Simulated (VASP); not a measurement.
# CuI (Marshite) (P4/nmm) in VASP: dielectric tensor with LDA

Aim: the dielectric tensor of CuI (Marshite) with LDA.

Everything below comes from runs of VASP 6.6.1. Logs are shortened: lines on timing, memory, paths and dates and some standing lists are left out, and cuts for length are marked.

### Step 1. The cell of the first run

It takes space group P4/nmm (No. 129, tetragonal). The conventional cell has a = 4.023 Å, b = 4.023 Å, c = 5.651 Å, α = 90.00°, β = 90.00°, γ = 90.00°. Cu (site symmetry -4m2) has 4 I at 2.60 Å and 4 Cu at 2.84 Å within 3.4 Å. I (site symmetry 4mm) has 4 Cu at 2.60 Å within 3.4 Å.

### Step 2. Dielectric tensor, LDA

Contents of INCAR:

```
PREC = Accurate
ENCUT = 520
EDIFF = 1E-8
ISMEAR = 0
SIGMA = 0.01
LREAL = F
LASPH = T
NELM = 60
ALGO = Normal
ISIF = 2
LWAVE = F
LCHARG = F
GGA = CA
LEPSILON = T
```

Contents of KPOINTS:

```
Automatic mesh
0
Gamma
  4 4 3
```

Contents of POSCAR:

```
CuI
1.0
    4.0229000000      0.0000000000      0.0000000000
    0.0000000000      4.0229000000      0.0000000000
    0.0000000000      0.0000000000      5.6506000000
Cu I
2 2
Direct
    0.0000000000      0.0000000000      0.0000000000
    0.5000000000      0.5000000000      0.0000000000
    0.0000000000      0.5000000000      0.2913000000
    0.5000000000      0.0000000000      0.7087000000
```

Potentials or basis: VASP PAW LDA potentials, release 64 (Cu, I).

Run with:

```sh
cat potpaw_LDA.64/Cu/POTCAR potpaw_LDA.64/I/POTCAR > POTCAR
mpirun -np 1 vasp_std > vasp.out
```

OUTCAR:

```text
PREC = Accurate
   ENCUT = 520
   EDIFF = 1E-8
   ISMEAR = 0
   LREAL = F
   LASPH = T
   NELM = 60
   ISIF = 2
   GGA = CA
   LEPSILON = T

 ion  position               nearest neighbor table
   1  0.000  0.000  0.000-   3 2.60   4 2.60   3 2.60   4 2.60
   2  0.500  0.500  0.000-   3 2.60   4 2.60   4 2.60   3 2.60
   3  0.000  0.500  0.291-   1 2.60   2 2.60   1 2.60   2 2.60
   4  0.500  0.000  0.709-   1 2.60   2 2.60   2 2.60   1 2.60

  LATTYP: Found a simple tetragonal cell.
 ALAT       =     4.0229000000
 C/A-ratio  =     1.4046086157

  Lattice vectors:

 A1 = (   4.0229000000,   0.0000000000,   0.0000000000)
 A2 = (   0.0000000000,   4.0229000000,   0.0000000000)
 A3 = (   0.0000000000,   0.0000000000,   5.6506000000)

Analysis of symmetry for initial positions (statically):
=====================================================================
 Subroutine PRICEL returns:
 Original cell was already a primitive cell.

 Routine SETGRP: Setting up the symmetry group for a
 simple tetragonal supercell.

 Subroutine GETGRP returns: Found 16 space group operations
 (whereof  8 operations were pure point group operations)
 out of a pool of 16 trial point group operations.

The static configuration has the point symmetry D_2d.
 The point group associated with its full space group is D_4h.

Analysis of symmetry for dynamics (positions and initial velocities):
=====================================================================
 Subroutine PRICEL returns:
 Original cell was already a primitive cell.

 Routine SETGRP: Setting up the symmetry group for a
 simple tetragonal supercell.

 Subroutine GETGRP returns: Found 16 space group operations
 (whereof  8 operations were pure point group operations)
 out of a pool of 16 trial point group operations.

The dynamic configuration has the point symmetry D_2d.
 The point group associated with its full space group is D_4h.

 Subroutine INISYM returns: Found 16 space group operations
 (whereof  8 operations are pure point group operations),
 and found     1 'primitive' translations

----------------------------------------------------------------------------------------

                                     Primitive cell

  volume of cell :      91.4478

  direct lattice vectors                    reciprocal lattice vectors
     4.022900000  0.000000000  0.000000000     0.248576897  0.000000000  0.000000000
     0.000000000  4.022900000  0.000000000     0.000000000  0.248576897  0.000000000
     0.000000000  0.000000000  5.650600000     0.000000000  0.000000000  0.176972357

  length of vectors
     4.022900000  4.022900000  5.650600000     0.248576897  0.248576897  0.176972357

  position of ions in fractional coordinates (direct lattice)
     0.000000000  0.000000000  0.000000000
     0.500000000  0.500000000  0.000000000
     0.000000000  0.500000000  0.291300000
     0.500000000  0.000000000  0.708700000

  ion indices of the primitive-cell ions
   primitive index   ion index
                 1           1
                 2           2
                 3           3
                 4           4

----------------------------------------------------------------------------------------

 KPOINTS: Automatic mesh

Automatic generation of k-mesh.
 Grid dimensions read from file:
 generate k-points for:    4    4    3

 Generating k-lattice:

  Cartesian coordinates                     Fractional coordinates (reciprocal lattice)
     0.062144224  0.000000000  0.000000000     0.250000000  0.000000000  0.000000000
     0.000000000  0.062144224  0.000000000     0.000000000  0.250000000  0.000000000
     0.000000000  0.000000000  0.058990786     0.000000000  0.000000000  0.333333333

  Length of vectors
     0.062144224  0.062144224  0.058990786

  Shift w.r.t. Gamma in fractional coordinates (k-lattice)
     0.000000000  0.000000000  0.000000000

 Subroutine IBZKPT returns following result:
 ===========================================

 Found     12 irreducible k-points:

 Following reciprocal coordinates:
            Coordinates               Weight
  0.000000  0.000000  0.000000      1.000000
  0.250000  0.000000  0.000000      4.000000
  0.500000  0.000000  0.000000      2.000000
  0.250000  0.250000  0.000000      4.000000
  0.500000  0.250000  0.000000      4.000000
  0.500000  0.500000  0.000000      1.000000
  0.000000  0.000000  0.333333      2.000000
  0.250000  0.000000  0.333333      8.000000
  0.500000  0.000000  0.333333      4.000000
  0.250000  0.250000  0.333333      8.000000
  0.500000  0.250000  0.333333      8.000000
[... 17 lines left out ...]
   ENCUT  =  520.0 eV  38.22 Ry    6.18 a.u.   7.48  7.48 10.51*2*pi/ulx,y,z
   NELM   =     60;   NELMIN=  2; NELMDL= -5     # of ELM steps
   EDIFF  = 0.1E-07   stopping-criterion for ELM
   LREAL  =      F    real-space projection
   EDIFFG = 0.1E-06   stopping-criterion for IOM
   NSW    =      0    number of steps for IOM
   IBRION =     -1    ionic relax: 0-MD 1-quasi-New 2-CG
   NFREE  =      0    steps in history (QN), initial steepest desc. (CG)
   ISIF   =      2    stress and relaxation
   ISYM   =      2    0-nonsym 1-usesym 2-fastsym
   POTIM  = 0.5000    time-step for ionic-motion
   TEBEG  =    0.0;   TEEND  =   0.0 temperature during run
   PSTRESS=    0.0 pullay stress
   NELECT =      36.0000    total number of electrons
   NUPDOWN=      -1.0000    fix difference up-down
   EMIN   =  10.00;   EMAX   =-10.00  energy-range for DOS
   EFERMI =   0.00;   METHOD = LEGACY
   ISMEAR =     0;   SIGMA  =   0.01  broadening in eV -4-tet -1-fermi 0-gaus
   EFERMI_NEDOS =   21; number of points for ismear=-14 and -15
   IALGO  =     38    algorithm
   IMIX   =      4    mixing-type and parameters
     AMIX     =   0.40;   BMIX     =  1.00
     AMIX_MAG =   1.60;   BMIX_MAG =  1.00
  volume/ion in A,a.u.               =      22.86       154.28
  Fermi-wavevector in a.u.,A,eV,Ry     =   1.199825  2.267341 19.586682  1.439581
  Thomas-Fermi vector in A             =   2.335678
   LORBIT       =      0    0 simple, 1 ext, 2 COOP (PROOUT), +10 PAW based schemes
   GGA     = CA    functional components
   LHFCALC =     F    Hartree Fock is set to
   AEXX    =    0.0000 exact exchange contribution
   IVDW    =     0    specifies the selected vdW correction
   LEPSILON=     T    determine dielectric tensor
   LRPA    =     F    only Hartree local field effects (RPA)
 non-spin polarized calculation
 Gauss-broadening in eV      SIGMA  =   0.01
  energy-cutoff  :      520.00
  volume of cell :       91.45
 maximum number of plane-waves:      2485
 NGX is ok and might be reduce to    30
   NGX = 15   NGY = 15   NGZ = 21

--------------------------------------- Ionic step        1  -------------------------------------------

 number of electron      36.0000013 magnetization

 E-fermi :   6.4608     XC(G=0): -10.3096

 val. band max:        6.3905324442   @ k =   0.0000   0.0000   0.0000
 cond. band min:       7.8191883835   @ k =   0.0000   0.0000   0.0000
 fundamental gap:      1.4286559393
 Fermi energy:         6.4608368407

 k-point     1 :       0.0000    0.0000    0.0000
  band No.  band energies     occupation
      1      -8.3848      2.00000
      2      -7.0549      2.00000
      3      -0.2080      2.00000
      4       2.3325      2.00000
      5       2.3398      2.00000
      6       2.3398      2.00000
[... 289 lines left out ...]
     21      10.0608      0.00000
     22      10.0608      0.00000

  FORCE on cell =-STRESS in cart. coord.  units (eV):
  Direction    XX          YY          ZZ          XY          YZ          ZX
  --------------------------------------------------------------------------------------
  -------------------------------------------------------------------------------------
  Total        0.1363128      0.1363128      0.6408168      0.0000000      0.0000000      0.0000000
  in kB        2.3882192      2.3882192     11.2271993      0.0000000      0.0000000      0.0000000
  external PRESSURE =       5.3345459 kB  Pullay stress =       0.0000000 kB

 VOLUME and BASIS-vectors are now :
 -----------------------------------------------------------------------------
  energy-cutoff  :      520.00
  volume of cell :       91.45
      direct lattice vectors                 reciprocal lattice vectors
     4.022900000  0.000000000  0.000000000     0.248576897  0.000000000  0.000000000
     0.000000000  4.022900000  0.000000000     0.000000000  0.248576897  0.000000000
     0.000000000  0.000000000  5.650600000     0.000000000  0.000000000  0.176972357

 POSITION                                       TOTAL-FORCE (eV/Angst)
 -----------------------------------------------------------------------------------
      0.00000      0.00000      0.00000         0.000000     -0.000000      0.000000
      2.01145      2.01145      0.00000         0.000000      0.000000      0.000000
      0.00000      2.01145      1.64602        -0.000000     -0.000000     -0.308354
      2.01145      0.00000      4.00458         0.000000      0.000000      0.308354
 -----------------------------------------------------------------------------------
    total drift:                                0.000000      0.000000     -0.000000

  FREE ENERGIE OF THE ION-ELECTRON SYSTEM (eV)
  ---------------------------------------------------
  free  energy   TOTEN  =       -13.8504913494 eV

  energy  without entropy=      -13.8504913494  energy(sigma->0) =      -13.85049135

 HEAD OF MICROSCOPIC STATIC DIELECTRIC TENSOR (INDEPENDENT PARTICLE, excluding Hartree and local field effects)
 ------------------------------------------------------
           9.595318     0.000000    -0.000000
           0.000000     9.595318     0.000000
           0.000000     0.000000     8.193630
 ------------------------------------------------------

 Free energy of the ion-electron system (eV)
  ---------------------------------------------------
  ---------------------------------------------------
  free energy    TOTEN  =        -2.13665027 eV

  energy without entropy =       -2.13665027

------------------------ aborting loop because EDIFF is reached ----------------------------------------

--------------------------------------- Ionic step        2  -------------------------------------------

------------------------ aborting loop because EDIFF is reached ----------------------------------------

--------------------------------------- Ionic step        3  -------------------------------------------

 Free energy of the ion-electron system (eV)
  ---------------------------------------------------
  ---------------------------------------------------
  free energy    TOTEN  =        -1.63143409 eV

  energy without entropy =       -1.63143409

------------------------ aborting loop because EDIFF is reached ----------------------------------------

 PIEZOELECTRIC TENSOR FIELD DIRECTION 3  (e Angst)
 -----------------------------------------------------------------------------
     0.00583  0.00000  0.00000           (  0.00018  0.00000  0.00000)
     0.00000  0.00583  0.00000           (  0.00000  0.00018  0.00000)
     0.00000  0.00000 -0.00915           (  0.00000  0.00000 -0.00003)

 PIEZOELECTRIC TENSOR FIELD DIRECTION 3  (C/m^2)
 -----------------------------------------------------------------------------
     0.00102  0.00000  0.00000
     0.00000  0.00102  0.00000
     0.00000  0.00000 -0.00160

 MACROSCOPIC STATIC DIELECTRIC TENSOR (including local field effects in DFT)
 ------------------------------------------------------
           9.121733     0.000000     0.000000
           0.000000     9.121733     0.000000
          -0.000000     0.000000     7.129519
 ------------------------------------------------------

 PIEZOELECTRIC TENSOR (including local field effects)  for field in x, y, z        (e  Angst)
          XX          YY          ZZ          XY          YZ          ZX
  --------------------------------------------------------------------------------
  x     0.00000     0.00000    -0.00000     0.00000     0.00000     0.00000
  y    -0.00000     0.00000     0.00000     0.00000     0.00000     0.00000
  z     0.00000     0.00000     0.00000     0.00000     0.00000     0.00000

 PIEZOELECTRIC TENSOR (including local field effects)  for field in x, y, z        (C/m^2)
          XX          YY          ZZ          XY          YZ          ZX
  --------------------------------------------------------------------------------
  x     0.00000     0.00000    -0.00000     0.00000     0.00000     0.00000
  y    -0.00000     0.00000     0.00000     0.00000     0.00000     0.00000
  z     0.00000     0.00000     0.00000     0.00000     0.00000     0.00000

 BORN EFFECTIVE CHARGES (including local field effects) (in |e|, cummulative output)
 ---------------------------------------------------------------------------------
 ion    1
    1     1.33357     0.00000     0.00000
    2     0.00000     1.33357     0.00000
    3     0.00000     0.00000     0.86457
 ion    2
    1     1.33357     0.00000     0.00000
    2     0.00000     1.33357     0.00000
    3     0.00000     0.00000     0.86457
 ion    3
    1    -1.33357     0.00000     0.00000
    2     0.00000    -1.33357     0.00000
    3     0.00000     0.00000    -0.86457
 ion    4
    1    -1.33357     0.00000     0.00000
    2     0.00000    -1.33357     0.00000
    3     0.00000     0.00000    -0.86457
```

Wall time 3.6 min (1 thread of Intel Xeon Platinum 8375C at 2.90GHz (Ice Lake), shared host); peak memory 0.25 GiB.

Results:

| Property | Result |
| --- | --- |
| Band gap on the k mesh | 1.43 eV, direct |
| Electronic dielectric tensor (diagonal) | 9.12, 9.12, 7.13 |
| Born charges (mean of the diagonal) | Cu +1.18; I -1.18 e |

Levels at points of the mesh, in eV from the valence-band top:
```tsv
k point	band 15	band 16	band 17	band 18	band 19	band 20	band 21	band 22
(0.00, 0.00, 0.00)	-1.67	-1.28	0.00	0.00	1.43	2.43	3.10	4.42
(0.50, 0.00, 0.00)	-1.64	-1.64	-0.91	-0.91	3.81	3.81	4.30	4.30
(0.50, 0.50, 0.00)	-2.11	-2.11	-1.63	-1.63	2.06	2.06	2.16	2.16
```

Electronic dielectric tensor:
```
9.12 0.00 0.00
0.00 9.12 0.00
0.00 0.00 7.13
```

Born effective charge tensors (e):
atom 1, Cu
```
1.33 0.00 0.00
0.00 1.33 0.00
0.00 0.00 0.86
```
atom 2, Cu
```
1.33 0.00 0.00
0.00 1.33 0.00
0.00 0.00 0.86
```
atom 3, I
```
-1.33  0.00  0.00
 0.00 -1.33  0.00
 0.00  0.00 -0.86
```
atom 4, I
```
-1.33  0.00  0.00
 0.00 -1.33  0.00
 0.00  0.00 -0.86
```

Caveat: spin-orbit coupling is left out, which moves the levels of the heavy elements. A hybrid or GW would open this gap; LDA tends to underestimate it.
